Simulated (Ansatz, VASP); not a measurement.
One calculation of PbI2, two programs

Contents of INCAR:

```
PREC = Accurate
ENCUT = 400
EDIFF = 1E-8
ISMEAR = -1
SIGMA = 0.02
LREAL = F
LASPH = T
NELM = 120
ALGO = Normal
ISIF = 2
LWAVE = F
LCHARG = F
GGA = PS
LEFG = T
NBANDS = 21
GGA_COMPAT = F
```

The input KPOINTS:

```
Automatic mesh
0
Gamma
  6 6 4
```

Contents of POSCAR:

```
PbI2
1.0
    4.6126901201      0.0000000000      0.0000000000
   -2.3063450601      3.9947068238      0.0000000000
    0.0000000000      0.0000000000      7.2570292713
Pb I
1 2
Direct
    0.0000000000      0.0000000000      0.0000000000
    0.6666666667      0.3333333333      0.7409464800
    0.3333333333      0.6666666667      0.2590535200
```

Input for Ansatz:

```yaml
crystal:
  lattice:
    - [4.6126901201, 0.0, 0.0]
    - [-2.3063450601, 3.9947068238, 0.0]
    - [0.0, 0.0, 7.2570292713]
  atoms:
    - { symbol: Pb, position: [0.0, 0.0, 0.0] }
    - { symbol: I, position: [0.6666666667, 0.3333333333, 0.74094648] }
    - { symbol: I, position: [0.3333333333, 0.6666666667, 0.25905352] }
kpoints:
  mp_grid: { grid: [6, 6, 4] }
  band_path:
    path:
      - [0.0, 0.0, 0.0]
      - [0.5, 0.0, 0.0]
      - [0.3333333333, 0.3333333333, 0.0]
      - [0.0, 0.0, 0.0]
      - [0.0, 0.0, 0.5]
      - [0.5, 0.0, 0.5]
      - [0.3333333333, 0.3333333333, 0.5]
      - [0.0, 0.0, 0.5]
      - [0.5, 0.0, 0.5]
    npoints: 8
scf:
  occupations: { method: fermi_dirac, width: 0.02 }
hamiltonian:
  xc: pbesol
  pseudopotentials: { kind: paw }
output:
  forces: true
  stress: true
  eigenvalues: true
  efg: { contact_densities: true }
  populations: true
  bader: true
  dos: { projected: true, de: 0.2, e_range: [-14, 8] }
  write_density: true
  write_potential: true
  elf: true
  volumetric_format: npy
```

Alike in both runs: task electric field gradients; functional PBEsol; k mesh 6 × 6 × 4; occupations fermi-dirac, width 0.02 eV; no spin polarisation.

|  | VASP | Ansatz |
| --- | --- | --- |
| version | VASP 6.6.1 | Ansatz 0.2.0 |
| potentials or method | VASP PAW PBE potentials, release 64 (Pb_d, I) | PAW with Ansatz's default frozen-core files, scalar-relativistic |
| plane-wave cutoff (eV) | 400 | 420 |
| valence electrons in the cell | 28 | 48 |

```csv
,VASP,Ansatz,Ansatz less VASP
gap on the k mesh at the Fermi level (eV),2.24,2.24,+0.002
pressure (GPa),-1.0,-1.0,+0.01
rms of the force components (eV/Å),0.083,0.084,+0.0010
size of Vzz on the site where it differs most (V/Å²),8.8,9.2,+0.40
```

VASP's potentials were made for PBE, not for PBEsol. Atom by atom the forces differ by 0.001 eV/Å (rms over components). VASP's potentials hold 28 valence electrons a cell and Ansatz's 48, so a difference there can come from the potentials and not from the codes.

Spin-orbit coupling is off throughout.
